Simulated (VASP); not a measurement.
# GaP (F-43m) in VASP: notebook

The runs below take GaP through electric field gradients, with PBEsol.

Everything below comes from runs of VASP 6.6.1. Logs are shortened: lines on timing, memory, paths and dates and some standing lists are left out, and cuts for length are marked.

### Step 1. The cell of the first run

Symmetry: F-43m, No. 216, cubic system. Conventional cell: a = 5.339 Å, b = 5.339 Å, c = 5.339 Å, α = 90.00°, β = 90.00°, γ = 90.00°. Within 3.1 Å of Ga (site symmetry -43m) lie 4 P at 2.31 Å. Within 3.1 Å of P (site symmetry -43m) lie 4 Ga at 2.31 Å.

### Step 2. Electric field gradients, PBEsol (volume scaled by 0.94)

The input, INCAR:

```
SYSTEM = GaP
ALGO     = Normal         ! electronic algorithm
EDIFF    = 1E-8           ! SCF threshold, eV
ENCUT    = 520            ! plane-wave cutoff, eV
GGA      = PS             ! functional
ISIF     = 2              ! what is computed and relaxed
ISMEAR   = -1             ! smearing method
LASPH    = .TRUE.         ! aspherical terms in the spheres
LCHARG   = .FALSE.        ! write CHGCAR
LEFG     = .TRUE.       
LREAL    = .FALSE.        ! projectors in reciprocal space
LWAVE    = .FALSE.        ! write WAVECAR
NBANDS   = 16             ! bands
NELM     = 80             ! most SCF steps
PREC     = Accurate       ! precision mode
SIGMA    = 0.08           ! smearing width, eV
```

The input, KPOINTS:

```
k-points
0
G
  12 12 12
  0 0 0
```

The input, POSCAR:

```
GaP
1.0
    0.0000000000      2.6696170428      2.6696170428
    2.6696170428      0.0000000000      2.6696170428
    2.6696170428      2.6696170428      0.0000000000
Ga P
1 1
Direct
    0.0000000000      0.0000000000      0.0000000000
    0.7500000000      0.7500000000      0.7500000000
```

Potentials or basis: VASP PAW PBE potentials, release 64 (Ga_d, P).

Command:

```bash
$ cat potpaw_PBE.64/Ga_d/POTCAR potpaw_PBE.64/P/POTCAR > POTCAR
$ mpirun -np 1 vasp_std > vasp.out
```

OUTCAR:

```text
SYSTEM = GaP
   EDIFF = 1E-8
   ENCUT = 520
   GGA = PS
   ISIF = 2
   ISMEAR = -1
   LASPH = .TRUE.
   LREAL = .FALSE.
   NELM = 80
   PREC = Accurate

 ion  position               nearest neighbor table
   1  0.000  0.000  0.000-   2 2.31   2 2.31   2 2.31   2 2.31
   2  0.750  0.750  0.750-   1 2.31   1 2.31   1 2.31   1 2.31

  LATTYP: Found a face centered cubic cell.
 ALAT       =     5.3392340856

  Lattice vectors:

 A1 = (   0.0000000000,   2.6696170428,   2.6696170428)
 A2 = (   2.6696170428,   0.0000000000,   2.6696170428)
 A3 = (   2.6696170428,   2.6696170428,   0.0000000000)

Analysis of symmetry for initial positions (statically):
[... 5 lines left out ...]
 face centered cubic supercell.

 Subroutine GETGRP returns: Found 24 space group operations
 (whereof 24 operations were pure point group operations)
 out of a pool of 48 trial point group operations.

The static configuration has the point symmetry T_d .

Analysis of symmetry for dynamics (positions and initial velocities):
[... 5 lines left out ...]
 face centered cubic supercell.

 Subroutine GETGRP returns: Found 24 space group operations
 (whereof 24 operations were pure point group operations)
 out of a pool of 48 trial point group operations.

The dynamic configuration has the point symmetry T_d .

 Subroutine INISYM returns: Found 24 space group operations
 (whereof 24 operations are pure point group operations),
 and found     1 'primitive' translations

----------------------------------------------------------------------------------------

                                     Primitive cell

  volume of cell :      38.0519

  direct lattice vectors                    reciprocal lattice vectors
     0.000000000  2.669617043  2.669617043    -0.187292781  0.187292781  0.187292781
     2.669617043  0.000000000  2.669617043     0.187292781 -0.187292781  0.187292781
     2.669617043  2.669617043  0.000000000     0.187292781  0.187292781 -0.187292781

  length of vectors
     3.775408628  3.775408628  3.775408628     0.324400612  0.324400612  0.324400612

  position of ions in fractional coordinates (direct lattice)
     0.000000000  0.000000000  0.000000000
     0.750000000  0.750000000  0.750000000

  ion indices of the primitive-cell ions
   primitive index   ion index
[... 101 lines left out ...]
   AEXX    =    0.0000 exact exchange contribution
   IVDW    =     0    specifies the selected vdW correction
   LEPSILON=     F    determine dielectric tensor
   LRPA    =     F    only Hartree local field effects (RPA)
 non-spin polarized calculation
  energy-cutoff  :      520.00
  volume of cell :       38.05
 maximum number of plane-waves:      1036
   NGX = 13   NGY = 13   NGZ = 13

 number of electron      17.9999984 magnetization

 Free energy of the ion-electron system (eV)
  ---------------------------------------------------
  ext. energy  EPLUGINS =         0.00000000
  ---------------------------------------------------
  free energy    TOTEN  =        -9.89038347 eV

  energy without entropy =       -9.89037914  energy(sigma->0) =       -9.89038130

 E-fermi :   5.8912     XC(G=0): -10.3045

 val. band max:        5.2215572063   @ k =   0.0000   0.0000   0.0000
 cond. band min:       6.5759231395   @ k =   0.4167   0.4167   0.0000
 fundamental gap:      1.3543659331
 Fermi energy:         5.8911750460

 k-point     1 :       0.0000    0.0000    0.0000
  band No.  band energies     occupation
      1      -9.4409      2.00000
      2      -9.4409      2.00000
      3      -9.4409      2.00000
      4      -9.3196      2.00000
      5      -9.3196      2.00000
      6      -7.7885      2.00000
[... 433 lines left out ...]
      3      -9.3979      2.00000
      4      -9.3197      2.00000
      5      -9.3124      2.00000
      6      -5.2488      2.00000
[... 8 lines left out ...]
     15      15.6885      0.00000
     16      17.3631      0.00000

 [... further k-points ...]
[... 5 lines left out ...]
  --------------------------------------------------------------------------------------
  -------------------------------------------------------------------------------------
  Total        1.2397455      1.2397455      1.2397455      0.0000000      0.0000000      0.0000000
  in kB       52.1994843     52.1994843     52.1994843      0.0000000      0.0000000      0.0000000
  external PRESSURE =      52.1994843 kB  Pullay stress =       0.0000000 kB

 VOLUME and BASIS-vectors are now :
 -----------------------------------------------------------------------------
  energy-cutoff  :      520.00
  volume of cell :       38.05
      direct lattice vectors                 reciprocal lattice vectors
     0.000000000  2.669617043  2.669617043    -0.187292781  0.187292781  0.187292781
     2.669617043  0.000000000  2.669617043     0.187292781 -0.187292781  0.187292781
     2.669617043  2.669617043  0.000000000     0.187292781  0.187292781 -0.187292781

 POSITION                                       TOTAL-FORCE (eV/Angst)
 -----------------------------------------------------------------------------------
      0.00000      0.00000      0.00000         0.000000      0.000000      0.000000
      4.00443      4.00443      4.00443        -0.000000     -0.000000     -0.000000
 -----------------------------------------------------------------------------------
    total drift:                               -0.000000     -0.000000     -0.000000

  FREE ENERGIE OF THE ION-ELECTRON SYSTEM (eV)
  ---------------------------------------------------
  free  energy   TOTEN  =        -9.8903834745 eV

  energy  without entropy=       -9.8903791352  energy(sigma->0) =       -9.89038130

 Electric field gradients (V/A^2)
---------------------------------------------------------------------
 ion       V_xx      V_yy      V_zz      V_xy      V_xz      V_yz
---------------------------------------------------------------------
   1       0.000    -0.000     0.000    -0.001    -0.001    -0.001
   2       0.000    -0.000    -0.000    -0.000    -0.000    -0.000
---------------------------------------------------------------------

 Electric field gradients after diagonalization (V/A^2)
 (convention: |V_zz| > |V_xx| > |V_yy|)
----------------------------------------------------------------------
 ion       V_xx      V_yy      V_zz     asymmetry (V_yy - V_xx)/ V_zz
----------------------------------------------------------------------
   1       0.001     0.001    -0.003       0.000
   2       0.000     0.000    -0.000       0.000
----------------------------------------------------------------------

           NMR quadrupolar parameters

 Cq : quadrupolar parameter    Cq=e*Q*V_zz/h
 eta: asymmetry parameters     (V_yy - V_xx)/ V_zz
 Q  : nuclear electric quadrupole moment in mb (millibarn)
----------------------------------------------------------------------
 ion       Cq(MHz)       eta       Q (mb)
----------------------------------------------------------------------
   1      -0.000       0.000       1.000
   2      -0.000       0.000       1.000
----------------------------------------------------------------------
```

OSZICAR:

```text
N       E                     dE             d eps       ncg     rms          rms(c)
DAV:   1     0.792957701849E+02    0.79296E+02   -0.89970E+03  2384   0.164E+03
DAV:   2    -0.414239896915E+01   -0.83438E+02   -0.79321E+02  2688   0.310E+02
DAV:   3    -0.101081612213E+02   -0.59658E+01   -0.59467E+01  2840   0.652E+01
DAV:   4    -0.101995673036E+02   -0.91406E-01   -0.91386E-01  2944   0.863E+00
DAV:   5    -0.102012925682E+02   -0.17253E-02   -0.17252E-02  2872   0.104E+00    0.444E+00
DAV:   6    -0.993782593071E+01    0.26347E+00   -0.35843E-01  3624   0.123E+01    0.284E+00
DAV:   7    -0.989306659261E+01    0.44759E-01   -0.92168E-02  3304   0.246E+00    0.105E+00
DAV:   8    -0.989021791132E+01    0.28487E-02   -0.12649E-02  2784   0.135E+00    0.215E-01
DAV:   9    -0.989034656092E+01   -0.12865E-03   -0.10787E-03  3256   0.436E-01    0.664E-02
DAV:  10    -0.989035993143E+01   -0.13371E-04   -0.63518E-05  3624   0.902E-02    0.280E-02
DAV:  11    -0.989038345481E+01   -0.23523E-04   -0.24378E-05  2608   0.523E-02    0.698E-03
DAV:  12    -0.989038336423E+01    0.90582E-07   -0.10171E-06  3136   0.121E-02    0.489E-03
DAV:  13    -0.989038348399E+01   -0.11976E-06   -0.30842E-07  2944   0.455E-03    0.154E-03
DAV:  14    -0.989038347453E+01    0.94628E-08   -0.54437E-09  2288   0.708E-04
   1 F= -.98903835E+01 E0= -.98903813E+01  d E =-.433936E-05
```

Run time: 18 s. Hardware: 1 thread of Intel Xeon 6975P-C (Granite Rapids), shared host; peak memory 0.18 GiB.

What came out:

```yaml
Free_energy: -9.8904 eV
Pressure: 5.2 GPa
Band_gap_on_the_k_mesh: 1.35 eV, indirect (least direct gap 2.27 eV)
```

Levels at points of the mesh, in eV from the valence-band top:
| k point | band 5 | band 6 | band 7 | band 8 | band 9 | band 10 | band 11 | band 12 | band 13 | band 14 |
| --- | --- | --- | --- | --- | --- | --- | --- | --- | --- | --- |
| (0.00, 0.00, 0.00) | -14.54 | -13.01 | 0.00 | 0.00 | 0.00 | 2.27 | 3.80 | 3.80 | 3.80 | 8.84 |
| (0.50, 0.00, 0.00) | -14.53 | -10.71 | -7.07 | -1.22 | -1.22 | 1.77 | 4.63 | 4.63 | 8.19 | 11.20 |
| (0.50, 0.50, 0.00) | -14.51 | -9.71 | -7.11 | -2.94 | -2.94 | 1.38 | 1.64 | 11.02 | 11.02 | 11.67 |

Caveat: without QUAD_EFG the Cq values of the log hold for a quadrupole moment of 1 mb, not for the nuclei; the PAW data sets were made with another functional, which shifts forces and pressure a little. A k mesh can miss the band edges.

### Step 3. Electric field gradients, PBEsol (volume scaled by 0.98)

The input, INCAR:

```
PREC = Accurate
ENCUT = 520
EDIFF = 1E-8
ISMEAR = -1
SIGMA = 0.08
LREAL = F
LASPH = T
NELM = 80
ALGO = Normal
ISIF = 2
LWAVE = F
LCHARG = F
GGA = PS
LEFG = T
NBANDS = 16
```

The input, KPOINTS:

```
Automatic mesh
0
Gamma
  12 12 12
```

The input, POSCAR:

```
GaP
1.0
    0.0000000000      2.7069591804      2.7069591804
    2.7069591804      0.0000000000      2.7069591804
    2.7069591804      2.7069591804      0.0000000000
Ga P
1 1
Direct
    0.0000000000      0.0000000000      0.0000000000
    0.7500000000      0.7500000000      0.7500000000
```

Potentials or basis: VASP PAW PBE potentials, release 64 (Ga_d, P).

Command:

```bash
$ cat potpaw_PBE.64/Ga_d/POTCAR potpaw_PBE.64/P/POTCAR > POTCAR
$ mpirun -np 1 vasp_std > vasp.out
```

OUTCAR:

```text
PREC = Accurate
   ENCUT = 520
   EDIFF = 1E-8
   ISMEAR = -1
   LREAL = F
   LASPH = T
   NELM = 80
   ISIF = 2
   GGA = PS

 ion  position               nearest neighbor table
   1  0.000  0.000  0.000-   2 2.34   2 2.34   2 2.34   2 2.34
   2  0.750  0.750  0.750-   1 2.34   1 2.34   1 2.34   1 2.34

  LATTYP: Found a face centered cubic cell.
 ALAT       =     5.4139183608

  Lattice vectors:

 A1 = (   0.0000000000,   2.7069591804,   2.7069591804)
 A2 = (   2.7069591804,   0.0000000000,   2.7069591804)
 A3 = (   2.7069591804,   2.7069591804,   0.0000000000)

Analysis of symmetry for initial positions (statically):
[... 5 lines left out ...]
 face centered cubic supercell.

 Subroutine GETGRP returns: Found 24 space group operations
 (whereof 24 operations were pure point group operations)
 out of a pool of 48 trial point group operations.

The static configuration has the point symmetry T_d .

Analysis of symmetry for dynamics (positions and initial velocities):
[... 5 lines left out ...]
 face centered cubic supercell.

 Subroutine GETGRP returns: Found 24 space group operations
 (whereof 24 operations were pure point group operations)
 out of a pool of 48 trial point group operations.

The dynamic configuration has the point symmetry T_d .

 Subroutine INISYM returns: Found 24 space group operations
 (whereof 24 operations are pure point group operations),
 and found     1 'primitive' translations

----------------------------------------------------------------------------------------

                                     Primitive cell

[... 136 lines left out ...]

 E-fermi :   5.4864     XC(G=0): -10.1134

 val. band max:        4.7757890008   @ k =   0.0000   0.0000   0.0000
 cond. band min:       6.2099774063   @ k =   0.4167   0.4167   0.0000
 fundamental gap:      1.4341884055
 Fermi energy:         5.4863596215

 k-point     1 :       0.0000    0.0000    0.0000
  band No.  band energies     occupation
      1      -9.7999      2.00000
      2      -9.7999      2.00000
      3      -9.7999      2.00000
      4      -9.6928      2.00000
      5      -9.6928      2.00000
      6      -7.9026      2.00000
[... 433 lines left out ...]
      3      -9.7623      2.00000
      4      -9.6927      2.00000
      5      -9.6865      2.00000
      6      -5.5192      2.00000
[... 8 lines left out ...]
     15      15.1369      0.00000
     16      16.7221      0.00000

 [... further k-points ...]
[... 5 lines left out ...]
  --------------------------------------------------------------------------------------
  -------------------------------------------------------------------------------------
  Total        0.2796258      0.2796258      0.2796258      0.0000000     -0.0000000      0.0000000
  in kB       11.2930892     11.2930892     11.2930892      0.0000000     -0.0000000      0.0000000
  external PRESSURE =      11.2930892 kB  Pullay stress =       0.0000000 kB

 VOLUME and BASIS-vectors are now :
 -----------------------------------------------------------------------------
  energy-cutoff  :      520.00
  volume of cell :       39.67
      direct lattice vectors                 reciprocal lattice vectors
     0.000000000  2.706959180  2.706959180    -0.184709102  0.184709102  0.184709102
     2.706959180  0.000000000  2.706959180     0.184709102 -0.184709102  0.184709102
     2.706959180  2.706959180  0.000000000     0.184709102  0.184709102 -0.184709102

 POSITION                                       TOTAL-FORCE (eV/Angst)
 -----------------------------------------------------------------------------------
      0.00000      0.00000      0.00000        -0.000000      0.000000      0.000000
      4.06044      4.06044      4.06044         0.000000     -0.000000     -0.000000
 -----------------------------------------------------------------------------------
    total drift:                               -0.000000     -0.000000     -0.000000

  FREE ENERGIE OF THE ION-ELECTRON SYSTEM (eV)
  ---------------------------------------------------
  free  energy   TOTEN  =        -9.9218977313 eV

  energy  without entropy=       -9.9218947663  energy(sigma->0) =       -9.92189625

 Electric field gradients (V/A^2)
---------------------------------------------------------------------
 ion       V_xx      V_yy      V_zz      V_xy      V_xz      V_yz
---------------------------------------------------------------------
   1      -0.000     0.000    -0.000     0.001     0.001     0.001
   2       0.000    -0.000     0.000     0.000     0.000     0.000
---------------------------------------------------------------------

 Electric field gradients after diagonalization (V/A^2)
 (convention: |V_zz| > |V_xx| > |V_yy|)
----------------------------------------------------------------------
 ion       V_xx      V_yy      V_zz     asymmetry (V_yy - V_xx)/ V_zz
----------------------------------------------------------------------
   1      -0.001    -0.001     0.002       0.000
   2      -0.000    -0.000     0.000       0.000
----------------------------------------------------------------------

           NMR quadrupolar parameters

 Cq : quadrupolar parameter    Cq=e*Q*V_zz/h
 eta: asymmetry parameters     (V_yy - V_xx)/ V_zz
 Q  : nuclear electric quadrupole moment in mb (millibarn)
----------------------------------------------------------------------
 ion       Cq(MHz)       eta       Q (mb)
----------------------------------------------------------------------
   1       0.000       0.000       1.000
   2       0.000       0.000       1.000
----------------------------------------------------------------------
```

It took 19 s on 1 thread of Intel Xeon 6975P-C (Granite Rapids), shared host; peak memory 0.18 GiB.

What came out:

| Property | Result |
| --- | --- |
| Free energy | -9.9219 eV |
| Pressure | 1.1 GPa |
| Band gap on the k mesh | 1.43 eV, indirect (least direct gap 1.92 eV) |

Levels at points of the mesh, in eV from the valence-band top:
```
           k point  band 6  band 7  band 8  band 9  band 10  band 11  band 12  band 13
(0.00, 0.00, 0.00)  -12.68    0.00    0.00    0.00     1.92     3.82     3.82     3.82
(0.50, 0.00, 0.00)  -10.52   -6.81   -1.16   -1.16     1.65     4.65     4.65     8.12
(0.50, 0.50, 0.00)   -9.58   -6.90   -2.78   -2.78     1.48     1.70    10.70    10.70
```

Caveat: without QUAD_EFG the Cq values of the log hold for a quadrupole moment of 1 mb, not for the nuclei; the PAW data sets were made with another functional, which shifts forces and pressure a little. A k mesh can miss the band edges.

(Part 1 of 2 ends here.)
